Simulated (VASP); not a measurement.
A run of VASP 6.6.1 is set up as follows.

File INCAR:

```
PREC = Accurate ; ENCUT = 520
EDIFF = 1E-6 ; ISMEAR = -1
SIGMA = 0.05 ; LREAL = F
LASPH = T ; NELM = 100
ALGO = Normal ; ISIF = 2
LWAVE = F ; LCHARG = F
GGA = B5 ; ALDAX = 1.0
AGGAX = 1.0 ; AGGAC = 1.0
ALDAC = 0.0 ; IVDW = 12
VDW_S6 = 1.0 ; VDW_S8 = 2.6996
VDW_A1 = 0.4298 ; VDW_A2 = 4.2359
NBANDS = 28
```

The input KPOINTS:

```
regular mesh
0
Gamma
  7 7 7
```

The input POSCAR:

```
BaTiO3
1.0
    3.9830000691      0.0000000000      0.0000000000
    0.0000000000      3.9830000691      0.0000000000
    0.0000000000      0.0000000000      4.1020648758
Ba Ti O
1 1 3
Direct
    0.0000000000      0.0000000000     -0.0040150815
    0.5000000000      0.5000000000      0.4793853521
    0.0000000000      0.5000000000      0.5181648443
    0.5000000000      0.0000000000      0.5181648443
    0.5000000000      0.5000000000      0.0313000408
```

Potentials or basis: VASP PAW PBE potentials, release 64 (Ba_sv, Ti_sv, O).

Run with:

```bash
$ cat potpaw_PBE.64/Ba_sv/POTCAR potpaw_PBE.64/Ti_sv/POTCAR potpaw_PBE.64/O/POTCAR > POTCAR
$ mpirun -np 1 vasp_std > vasp.out
```

(1) What does it give for the pressure?

(2) Predict the band gap on the k mesh.

## Answers

(1) 1.9 GPa.

(2) 1.92 eV, indirect (least direct gap 2.27 eV).

Caveat: the PAW data sets were made with another functional, which shifts forces and pressure a little; spin-orbit coupling is left out, which moves the levels of the heavy elements.
